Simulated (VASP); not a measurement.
Write the native input for VASP 6.6.1 that does the following.

- Task: single point
- Functional: PBE
- Dispersion: D3(BJ)
- Potentials or basis: VASP PAW PBE potentials, release 64 (Al)
- Cutoff: 520 eV
- k mesh: 18 × 18 × 4
- Occupations: gaussian, width 0.15 eV
- Spin: no spin polarisation
- Dipole correction: no
- Further INCAR settings: ALGO = Fast; EDIFF = 1e-07; NBANDS = 14

The structure of Al lies in POSCAR:

```
Al
1.0
    2.8932000000      0.0000000000      0.0000000000
   -1.4466000000      2.5055846982      0.0000000000
    0.0000000000      0.0000000000     10.0395000000
Al
4
Direct
    0.0000000000      0.0000000000      0.0000000000
    0.3333333333      0.6666666667      0.2500000000
    0.0000000000      0.0000000000      0.5000000000
    0.6666666667      0.3333333333      0.7500000000
```

This isn't the form of Al at room conditions, which is fcc.

One way to write it, as run:

INCAR

```
SYSTEM = Al
ALGO     = Fast           ! electronic algorithm
EDIFF    = 1E-7           ! SCF threshold, eV
ENCUT    = 520            ! plane-wave cutoff, eV
GGA      = PE             ! functional
ISIF     = 2              ! what is computed and relaxed
ISMEAR   = 0              ! smearing method
IVDW     = 12             ! dispersion correction
LASPH    = .TRUE.         ! aspherical terms in the spheres
LCHARG   = .FALSE.        ! write CHGCAR
LREAL    = .FALSE.        ! projectors in reciprocal space
LWAVE    = .FALSE.        ! write WAVECAR
NBANDS   = 14             ! bands
NELM     = 100            ! most SCF steps
PREC     = Accurate       ! precision mode
SIGMA    = 0.15           ! smearing width, eV
```

KPOINTS

```
k-points
0
G
  18 18 4
  0 0 0
```

Potentials or basis: VASP PAW PBE potentials, release 64 (Al).

Run with:

```console
$ cat potpaw_PBE.64/Al/POTCAR > POTCAR
$ mpirun -np 1 vasp_std > vasp.out
```

It gave:

- Pressure: -8.3 GPa
- Band gap on the k mesh: zero (bands 6 and 7 overlap by 4.35 eV)
- Dispersion energy per atom: -0.304 eV

Caveat: the cell stands under tension.

Wall time 2 min on 1 thread of Intel Xeon 8259CL (shared host), peak memory 0.26 GiB.
